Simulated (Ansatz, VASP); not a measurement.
## MgO in VASP and in Ansatz

Contents of INCAR:

```
  PREC = Accurate
  ENCUT = 520
  EDIFF = 1E-6
  ISMEAR = 0
  SIGMA = 0.05
  LREAL = False
  LASPH = True
  NELM = 80
  ALGO = Normal
  ISIF = 2
  LWAVE = False
  LCHARG = False
  GGA = PS
  NBANDS = 11
```

Contents of KPOINTS:

```
regular mesh
0
Gamma
  10 10 10
```

The input POSCAR:

```
MgO
1.0
    0.0000000000      2.1075959641      2.1075959641
    2.1075959641      0.0000000000      2.1075959641
    2.1075959641      2.1075959641      0.0000000000
Mg O
1 1
Direct
   -0.0189270304      0.0189270304      0.0441630709
    0.5287531391      0.4712468609      0.4329093420
```

Input for Ansatz:

```yaml
crystal:
  lattice:
    - [0.0, 2.1075959641, 2.1075959641]
    - [2.1075959641, 0.0, 2.1075959641]
    - [2.1075959641, 2.1075959641, 0.0]
  atoms:
    - { symbol: Mg, position: [-0.0189270304, 0.0189270304, 0.0441630709] }
    - { symbol: O, position: [0.5287531391, 0.4712468609, 0.432909342] }
basis:
  ecutwfc: 520.0
kpoints:
  mp_grid: { grid: [10, 10, 10] }
hamiltonian:
  xc: pbesol
  pseudopotentials: { kind: paw, azcp: { folder: soft_1 } }
scf:
  occupations: { method: gaussian, width: 0.05 }
output:
  forces: true
  stress: true
  eigenvalues: true
  write_density: true
  write_potential: true
  elf: true
  volumetric_format: npy
```

Change from the starting cell: mode 4 frozen in at -0.202 Å and mode 5 at -0.081 Å (largest displacements).

Alike in both runs: task single point; functional PBEsol; k mesh 10 × 10 × 10; occupations gaussian, width 0.05 eV; no spin polarisation.

```csv
,VASP,Ansatz
version,VASP 6.6.1,Ansatz 0.2.0
potentials or method,"VASP PAW PBE potentials, release 64 (Mg, O), cutoff 520 eV","scalar-relativistic, plane waves, PAW"
valence electrons in the cell,8,16
```

```tsv
	VASP	Ansatz	Ansatz less VASP
gap on the k mesh at the Fermi level (eV)	4.57	4.57	-0.001
least direct gap on the mesh (eV)	4.57	4.57	-0.001
pressure (GPa)	13.5	13.6	+0.08
traceless stress, the component that is largest in VASP (GPa)	27.76	26.99	-0.773
rms of the force components (eV/Å)	1.901	1.856	-0.0451
```

VASP's potentials were made for PBE, not for PBEsol, and Ansatz warns of the same on its side. Atom by atom the forces differ by 0.045 eV/Å (rms over components). With one functional, cell and mesh, what is left measures potentials, basis and numerics. VASP's potentials hold 8 valence electrons a cell and Ansatz's 16, so a difference there can come from the potentials and not from the codes.
